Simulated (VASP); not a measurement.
Input of a VASP 6.6.1 run:

File POSCAR:

```
Ga3PN2
1.0
   -1.7139100332      1.7139100332      7.1247902052
    1.7139100332     -1.7139100332      7.1247902052
    1.7139100332      1.7139100332     -7.1247902052
N Ga P
2 3 1
Direct
    0.1786429486      0.1786429486      0.0000000000
    0.8213570514      0.8213570514      0.0000000000
    0.7500000000      0.2500000000      0.5000000000
    0.3958826682      0.8958826682      0.5000000000
    0.1041173318      0.6041173318      0.5000000000
    0.5000000000      0.5000000000      0.0000000000
```

File INCAR.step1:

```
PREC = Accurate
ENCUT = 520
ISMEAR = -1
SIGMA = 0.02
LREAL = F
LASPH = T
NELM = 100
NBANDS = 36
GGA = PE
ALGO = Normal
EDIFF = 1E-4
LWAVE = T
LCHARG = F
```

File INCAR.step2:

```
PREC = Accurate
ENCUT = 520
EDIFF = 1E-6
ISMEAR = -1
SIGMA = 0.02
LREAL = F
LASPH = T
NELM = 100
ALGO = Normal
ISIF = 2
LWAVE = F
LCHARG = F
METAGGA = R2SCAN
LMIXTAU = T
NBANDS = 36
ISTART = 1
```

Contents of KPOINTS:

```
Automatic mesh
0
Gamma
  10 10 10
```

Potentials or basis: VASP PAW PBE potentials, release 64 (N, Ga_d, P).

The run is started by

```sh
$ cat potpaw_PBE.64/N/POTCAR potpaw_PBE.64/Ga_d/POTCAR potpaw_PBE.64/P/POTCAR > POTCAR
$ cp INCAR.step1 INCAR
$ mpirun -np 1 vasp_std > vasp.out
$ cp INCAR.step2 INCAR
$ mpirun -np 1 vasp_std > vasp.out
```

**Question.** What does it give for the band gap on the k mesh?

**Answer.** 0.19 eV (least direct gap 0.37 eV).

**Question.** Predict the largest force.

**Answer.** 0.060 eV/Å.

**Question.** Estimate the pressure.

**Answer.** 0.4 GPa.

Stress tensor (GPa, compression positive):
```
0.51 0.00 0.00
0.00 0.51 0.00
0.00 0.00 0.30
```

Caveat: semilocal functionals underestimate gaps, and a narrow one can read as zero; the PAW data sets were made with another functional, which shifts forces and pressure a little. A k mesh can miss the band edges.
